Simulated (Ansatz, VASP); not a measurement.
**One calculation of BAs, two programs**

```
B As
1.0
     2.99192    0.00000    0.00000
     0.00000    2.99192    0.00000
     0.00000    0.00000    2.99192
B As
1 1
Direct
  0.50000 0.50000 0.50000
  0.00000 0.00000 0.00000
```

Alike in both runs: task single point; functional PBE; k mesh 9 × 9 × 9; occupations fermi-dirac, width 0.05 eV; no spin polarisation.

```csv
,VASP,Ansatz
version,VASP 6.6.1,Ansatz 0.2.0
potentials or method,"VASP PAW PBE potentials, release 64 (B, As)",Ansatz PAW soft_1
plane-wave cutoff (eV),500,420
valence electrons in the cell,8,18
```

VASP gave:

| Quantity | Value |
| --- | --- |
| gap on the k mesh at the Fermi level (eV) | none |
| pressure (GPa) | -4.8 |

Question: Which values does Ansatz return?

Answer: gap on the k mesh at the Fermi level (eV): none; pressure (GPa): -4.9.

A gap of «none» marks a metal or a gap that the smearing closes. VASP's potentials hold 8 valence electrons a cell and Ansatz's 18, so a difference there can come from the potentials and not from the codes.
